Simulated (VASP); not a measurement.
# MgO (rocksalt type) (Fm-3m) in VASP: further runs

The runs below take MgO (rocksalt type) through single point, relaxation of cell and atoms, with LDA.

All numbers are computed with VASP 6.6.1; they aren't measurements. Logs are shortened: lines on timing, memory, paths and dates and some standing lists are left out, and cuts for length are marked.

### Step 1. The cell of the first run

Symmetry: Fm-3m, No. 225, cubic system. Conventional cell: a = 4.159 Å, b = 4.159 Å, c = 4.159 Å, α = 90.00°, β = 90.00°, γ = 90.00°. Within 2.8 Å of Mg (site symmetry m-3m) lie 6 O at 2.08 Å. O (site symmetry m-3m) has 6 Mg at 2.08 Å within 2.8 Å.

### Step 2. Single point, LDA

The input, INCAR:

```
SYSTEM = MgO
ALGO = Normal
EDIFF = 1E-6
ENCUT = 840
GGA_COMPAT = .FALSE.
ISIF = 2
ISMEAR = -1
LASPH = .TRUE.
LCHARG = .FALSE.
LREAL = .FALSE.
LWAVE = .FALSE.
NBANDS = 15
NELM = 120
PREC = Accurate
SIGMA = 0.05
```

The input, KPOINTS:

```
k-points
0
G
  15 15 15
  0 0 0
```

The input, POSCAR:

```
MgO
1.0
    0.0000000000      2.0796222308      2.0796222308
    2.0796222308      0.0000000000      2.0796222308
    2.0796222308      2.0796222308      0.0000000000
Mg O
1 1
Direct
    0.0000000000      0.0000000000      0.0000000000
    0.5000000000      0.5000000000      0.5000000000
```

Potentials or basis: VASP PAW LDA potentials, release 64 (Mg_sv, O).

Started as:

```bash
> cat potpaw_LDA.64/Mg_sv/POTCAR potpaw_LDA.64/O/POTCAR > POTCAR
> mpirun -np 1 vasp_std > vasp.out
```

OUTCAR:

```text
SYSTEM = MgO
   EDIFF = 1E-6
   ENCUT = 840
   ISIF = 2
   ISMEAR = -1
   LASPH = .TRUE.
   LREAL = .FALSE.
   NELM = 120
   PREC = Accurate

 ion  position               nearest neighbor table
   1  0.000  0.000  0.000-   2 2.08   2 2.08   2 2.08   2 2.08   2 2.08   2 2.08
   2  0.500  0.500  0.500-   1 2.08   1 2.08   1 2.08   1 2.08   1 2.08   1 2.08

  LATTYP: Found a face centered cubic cell.
 ALAT       =     4.1592444616

  Lattice vectors:

 A1 = (   0.0000000000,   2.0796222308,   2.0796222308)
 A2 = (   2.0796222308,   0.0000000000,   2.0796222308)
 A3 = (   2.0796222308,   2.0796222308,   0.0000000000)

Analysis of symmetry for initial positions (statically):
=====================================================================
 Subroutine PRICEL returns:
 Original cell was already a primitive cell.

 Routine SETGRP: Setting up the symmetry group for a
 face centered cubic supercell.

 Subroutine GETGRP returns: Found 48 space group operations
 (whereof 48 operations were pure point group operations)
 out of a pool of 48 trial point group operations.

The static configuration has the point symmetry O_h .

Analysis of symmetry for dynamics (positions and initial velocities):
=====================================================================
 Subroutine PRICEL returns:
 Original cell was already a primitive cell.

 Routine SETGRP: Setting up the symmetry group for a
 face centered cubic supercell.

 Subroutine GETGRP returns: Found 48 space group operations
 (whereof 48 operations were pure point group operations)
 out of a pool of 48 trial point group operations.

The dynamic configuration has the point symmetry O_h .

 Subroutine INISYM returns: Found 48 space group operations
 (whereof 48 operations are pure point group operations),
 and found     1 'primitive' translations

----------------------------------------------------------------------------------------

                                     Primitive cell

  volume of cell :      17.9880

  direct lattice vectors                    reciprocal lattice vectors
     0.000000000  2.079622231  2.079622231    -0.240428282  0.240428282  0.240428282
     2.079622231  0.000000000  2.079622231     0.240428282 -0.240428282  0.240428282
     2.079622231  2.079622231  0.000000000     0.240428282  0.240428282 -0.240428282

  length of vectors
     2.941029963  2.941029963  2.941029963     0.416434000  0.416434000  0.416434000

  position of ions in fractional coordinates (direct lattice)
     0.000000000  0.000000000  0.000000000
     0.500000000  0.500000000  0.500000000

  ion indices of the primitive-cell ions
   primitive index   ion index
                 1           1
                 2           2

----------------------------------------------------------------------------------------

 KPOINTS: k-points

Automatic generation of k-mesh.
 Grid dimensions read from file:
 generate k-points for:   15   15   15

 Generating k-lattice:

  Cartesian coordinates                     Fractional coordinates (reciprocal lattice)
    -0.016028552  0.016028552  0.016028552     0.066666667  0.000000000  0.000000000
     0.016028552 -0.016028552  0.016028552     0.000000000  0.066666667  0.000000000
     0.016028552  0.016028552 -0.016028552     0.000000000  0.000000000  0.066666667

  Length of vectors
     0.027762267  0.027762267  0.027762267

  Shift w.r.t. Gamma in fractional coordinates (k-lattice)
     0.000000000  0.000000000  0.000000000

 Subroutine IBZKPT returns following result:
 ===========================================

 Found    120 irreducible k-points:

 Following reciprocal coordinates:
            Coordinates               Weight
  0.000000  0.000000  0.000000      1.000000
  0.066667  0.000000  0.000000      8.000000
  0.133333  0.000000  0.000000      8.000000
  0.200000  0.000000  0.000000      8.000000
  0.266667  0.000000  0.000000      8.000000
  0.333333  0.000000  0.000000      8.000000
[... 16 lines left out ...]
  0.133333  0.133333  0.000000      6.000000
  0.200000  0.133333  0.000000     24.000000
 [... further k-points ...]
   k-points           NKPTS =    120   k-points in BZ     NKDIM =    120   number of bands    NBANDS=     15
   number of dos      NEDOS =    301   number of ions     NIONS =      2
   total plane-waves  NPLWV =  21952
   dimension x,y,z NGX =    28 NGY =   28 NGZ =   28
   dimension x,y,z NGXF=    56 NGYF=   56 NGZF=   56
   ions per type =               1   1
   NGX,Y,Z   is equivalent  to a cutoff of  15.83, 15.83, 15.83 a.u.
   NGXF,Y,Z  is equivalent  to a cutoff of  31.65, 31.65, 31.65 a.u.
 SYSTEM =  MgO
   PREC   = accura    normal or accurate (medium, high low for compatibility)
   ISTART =      0    job   : 0-new  1-cont  2-samecut
   ICHARG =      2    charge: 1-file 2-atom 10-const
   ISPIN  =      1    spin polarized calculation?
   LNONCOLLINEAR =      F non collinear calculations
   LSORBIT =      F    spin-orbit coupling
   LASPH  =      T    aspherical Exc in radial PAW
   ENCUT  =  840.0 eV  61.74 Ry    7.86 a.u.   6.95  6.95  6.95*2*pi/ulx,y,z
   NELM   =    120;   NELMIN=  2; NELMDL= -5     # of ELM steps
   EDIFF  = 0.1E-05   stopping-criterion for ELM
   LREAL  =      F    real-space projection
   EDIFFG = 0.1E-04   stopping-criterion for IOM
   NSW    =      0    number of steps for IOM
   IBRION =     -1    ionic relax: 0-MD 1-quasi-New 2-CG
   NFREE  =      0    steps in history (QN), initial steepest desc. (CG)
   ISIF   =      2    stress and relaxation
   ISYM   =      2    0-nonsym 1-usesym 2-fastsym
   POTIM  = 0.5000    time-step for ionic-motion
   TEBEG  =    0.0;   TEEND  =   0.0 temperature during run
   PSTRESS=    0.0 pullay stress
   NELECT =      16.0000    total number of electrons
   NUPDOWN=      -1.0000    fix difference up-down
   EMIN   =  10.00;   EMAX   =-10.00  energy-range for DOS
   EFERMI =   0.00;   METHOD = LEGACY
   ISMEAR =    -1;   SIGMA  =   0.05  broadening in eV -4-tet -1-fermi 0-gaus
   EFERMI_NEDOS =   21; number of points for ismear=-14 and -15
   IALGO  =     38    algorithm
   IMIX   =      4    mixing-type and parameters
     AMIX     =   0.40;   BMIX     =  1.00
     AMIX_MAG =   1.60;   BMIX_MAG =  1.00
  volume/ion in A,a.u.               =       8.99        60.69
  Fermi-wavevector in a.u.,A,eV,Ry     =   1.574419  2.975221 33.726064  2.478796
  Thomas-Fermi vector in A             =   2.675556
   LORBIT       =      0    0 simple, 1 ext, 2 COOP (PROOUT), +10 PAW based schemes
   GGA     = CA    functional components
   LHFCALC =     F    Hartree Fock is set to
   AEXX    =    0.0000 exact exchange contribution
   IVDW    =     0    specifies the selected vdW correction
   LEPSILON=     F    determine dielectric tensor
   LRPA    =     F    only Hartree local field effects (RPA)
 non-spin polarized calculation
  energy-cutoff  :      840.00
  volume of cell :       17.99
 maximum number of plane-waves:      1018
   NGX = 13   NGY = 13   NGZ = 13

 number of electron      15.9999996 magnetization

 Free energy of the ion-electron system (eV)
  ---------------------------------------------------
  ext. energy  EPLUGINS =         0.00000000
  ---------------------------------------------------
  free energy    TOTEN  =       -13.23335391 eV

  energy without entropy =      -13.23335391  energy(sigma->0) =      -13.23335391

 E-fermi :   4.0525     XC(G=0): -12.1304

 val. band max:        2.8600141282   @ k =   0.0000   0.0000   0.0000
 cond. band min:       7.9047739266   @ k =   0.0000   0.0000   0.0000
 fundamental gap:      5.0447597985
 Fermi energy:         4.0525200246

 k-point     1 :       0.0000    0.0000    0.0000
  band No.  band energies     occupation
      1     -68.3545      2.00000
      2     -35.8109      2.00000
      3     -35.8109      2.00000
      4     -35.8109      2.00000
      5     -14.3256      2.00000
      6       2.8600      2.00000
      7       2.8600      2.00000
      8       2.8600      2.00000
      9       7.9048      0.00000
     10      18.5955      0.00000
     11      18.5955      0.00000
     12      18.5955      0.00000
     13      22.7241      0.00000
     14      24.4039      0.00000
     15      24.4039      0.00000

 k-point     2 :       0.0667    0.0000    0.0000
  band No.  band energies     occupation
      1     -68.3539      2.00000
      2     -35.8155      2.00000
      3     -35.8113      2.00000
      4     -35.8113      2.00000
      5     -14.2713      2.00000
      6       2.5426      2.00000
      7       2.8264      2.00000
      8       2.8264      2.00000
      9       8.2024      0.00000
     10      17.9290      0.00000
     11      18.7127      0.00000
     12      18.7127      0.00000
     13      23.6261      0.00000
     14      24.0343      0.00000
     15      24.0343      0.00000

 k-point     3 :       0.1333    0.0000    0.0000
  band No.  band energies     occupation
      1     -68.3527      2.00000
      2     -35.8288      2.00000
      3     -35.8126      2.00000
      4     -35.8126      2.00000
      5     -14.1142      2.00000
      6       1.7717      2.00000
      7       2.7327      2.00000
      8       2.7327      2.00000
      9       8.9019      0.00000
     10      16.7989      0.00000
     11      19.0216      0.00000
     12      19.0216      0.00000
     13      23.4075      0.00000
     14      23.4075      0.00000
     15      25.1012      0.00000
[... 343 lines left out ...]
 k-point    23 :       0.1333    0.1333    0.0000
  band No.  band energies     occupation
      1     -68.3521      2.00000
      2     -35.8275      2.00000
      3     -35.8167      2.00000
      4     -35.8167      2.00000
      5     -14.0485      2.00000
      6       1.6879      2.00000
      7       2.5819      2.00000
      8       2.5819      2.00000
      9       9.2332      0.00000
     10      16.1978      0.00000
     11      19.2407      0.00000
     12      19.2407      0.00000
     13      21.5840      0.00000
     14      24.9624      0.00000
     15      26.3517      0.00000

 k-point    24 :       0.2000    0.1333    0.0000
  band No.  band energies     occupation
      1     -68.3505      2.00000
      2     -35.8398      2.00000
      3     -35.8196      2.00000
      4     -35.8184      2.00000
      5     -13.8742      2.00000
      6       1.0830      2.00000
      7       2.4428      2.00000
      8       2.4476      2.00000
      9       9.8750      0.00000
     10      15.4467      0.00000
     11      19.4712      0.00000
     12      19.5649      0.00000
     13      20.8562      0.00000
     14      25.0030      0.00000
     15      27.3858      0.00000

 [... further k-points ...]

------------------------ aborting loop because EDIFF is reached ----------------------------------------

  FORCE on cell =-STRESS in cart. coord.  units (eV):
  Direction    XX          YY          ZZ          XY          YZ          ZX
  --------------------------------------------------------------------------------------
  -------------------------------------------------------------------------------------
  Total        0.0687748      0.0687748      0.0687748     -0.0000000      0.0000000      0.0000000
  in kB        6.1257084      6.1257084      6.1257084     -0.0000000      0.0000000      0.0000000
  external PRESSURE =       6.1257084 kB  Pullay stress =       0.0000000 kB

 VOLUME and BASIS-vectors are now :
 -----------------------------------------------------------------------------
  energy-cutoff  :      840.00
  volume of cell :       17.99
      direct lattice vectors                 reciprocal lattice vectors
     0.000000000  2.079622231  2.079622231    -0.240428282  0.240428282  0.240428282
     2.079622231  0.000000000  2.079622231     0.240428282 -0.240428282  0.240428282
     2.079622231  2.079622231  0.000000000     0.240428282  0.240428282 -0.240428282

 POSITION                                       TOTAL-FORCE (eV/Angst)
 -----------------------------------------------------------------------------------
      0.00000      0.00000      0.00000        -0.000000     -0.000000     -0.000000
      2.07962      2.07962      2.07962         0.000000      0.000000      0.000000
 -----------------------------------------------------------------------------------
    total drift:                                0.000000      0.000000      0.000000

  FREE ENERGIE OF THE ION-ELECTRON SYSTEM (eV)
  ---------------------------------------------------
  free  energy   TOTEN  =       -13.2333539117 eV

  energy  without entropy=      -13.2333539117  energy(sigma->0) =      -13.23335391
```

Run time: 59 s. Hardware: 1 thread of Intel Xeon Platinum 8259CL at 2.50GHz (Skylake/Cascade Lake), shared host; peak memory 0.18 GiB.

What came out:

```
Free energy            : -13.2334 eV
Pressure               : 0.6 GPa
Band gap on the k mesh : 5.04 eV
```

Caveat: an odd mesh through Γ misses points on the zone boundary, where band edges can lie.

### Step 3. Relaxation of cell and atoms, LDA

This run uses another cell than the first one, of 10.00 Å³/atom.

The input, INCAR:

```
SYSTEM = MgO
PREC     = Accurate       ! precision mode
ENCUT    = 840            ! plane-wave cutoff, eV
EDIFF    = 1E-7           ! SCF threshold, eV
ISMEAR   = -1             ! smearing method
SIGMA    = 0.05           ! smearing width, eV
LREAL    = .False.        ! projectors in reciprocal space
LASPH    = .True.         ! aspherical terms in the spheres
NELM     = 120            ! most SCF steps
ALGO     = Normal         ! electronic algorithm
ISIF     = 3              ! what is computed and relaxed
LWAVE    = .False.        ! write WAVECAR
LCHARG   = .False.        ! write CHGCAR
IBRION   = 2              ! ionic algorithm
NSW      = 60             ! ionic steps
EDIFFG   = -0.005         ! ionic threshold
GGA_COMPAT= .False.      
NELMIN   = 4
```

The input, KPOINTS:

```
Automatic mesh
0
Gamma
  15 15 15
  0 0 0
```

The input, POSCAR:

```
MgO
1.0
    0.0000000000      2.1544346900      2.1544346900
    2.1544346900      0.0000000000      2.1544346900
    2.1544346900      2.1544346900      0.0000000000
Mg O
1 1
Direct
    0.0000000000      0.0000000000      0.0000000000
    0.5000000000      0.5000000000      0.5000000000
```

Potentials or basis: VASP PAW LDA potentials, release 64 (Mg_sv, O).

Started as:

```bash
> cat potpaw_LDA.64/Mg_sv/POTCAR potpaw_LDA.64/O/POTCAR > POTCAR
> mpirun -np 1 vasp_std > vasp.out
```

It took 99 s on 1 thread of AMD EPYC 7R13 (Zen 3), shared host; peak memory 0.16 GiB.

It converged, with:

| Quantity | Value |
| --- | --- |
| Free energy | -13.2380 eV |
| Relaxed volume | 9.04 Å³/atom |
| Relaxed cell | a = 2.946 Å, b = 2.946 Å, c = 2.946 Å, α = 60.00°, β = 60.00°, γ = 60.00° |
| Space group after relaxing (to 0.1 Å) | Fm-3m (No. 225) |
| Energy gained by relaxing | 46.7 meV/atom |
| Ionic steps | 3 |
| Pressure after relaxing | 0.1 GPa |
| Band gap on the k mesh | 4.99 eV |

Step by step:
| step | energy change (eV) | largest force (eV/Å) | pressure (GPa) | volume (Å³) |
| --- | --- | --- | --- | --- |
| 1 | 0.0000 | 0.0000 | -14.33 | 20.00 |
| 2 | -0.0833 | 0.0000 | 5.87 | 17.52 |
| 3 | -0.0933 | 0.0000 | 0.05 | 18.08 |

Final structure:
```cif
data_structure
_symmetry_space_group_name_H-M 'P 1'
_symmetry_Int_Tables_number 1
_cell_length_a 2.9460
_cell_length_b 2.9460
_cell_length_c 2.9460
_cell_angle_alpha 60.000
_cell_angle_beta 60.000
_cell_angle_gamma 60.000
_cell_volume 18.08
loop_
_atom_site_label
_atom_site_type_symbol
_atom_site_fract_x
_atom_site_fract_y
_atom_site_fract_z
_atom_site_occupancy
Mg1 Mg 0.00000 0.00000 0.00000 1
O1 O 0.50000 0.50000 0.50000 1
```

Levels at points of the mesh, in eV from the valence-band top:
| k point | band 5 | band 6 | band 7 | band 8 | band 9 | band 10 | band 11 | band 12 |
| --- | --- | --- | --- | --- | --- | --- | --- | --- |
| (0.00, 0.00, 0.00) | -17.16 | 0.00 | 0.00 | 0.00 | 4.99 | 15.71 | 15.71 | 15.71 |

Caveat: an odd mesh through Γ misses points on the zone boundary, where band edges can lie.
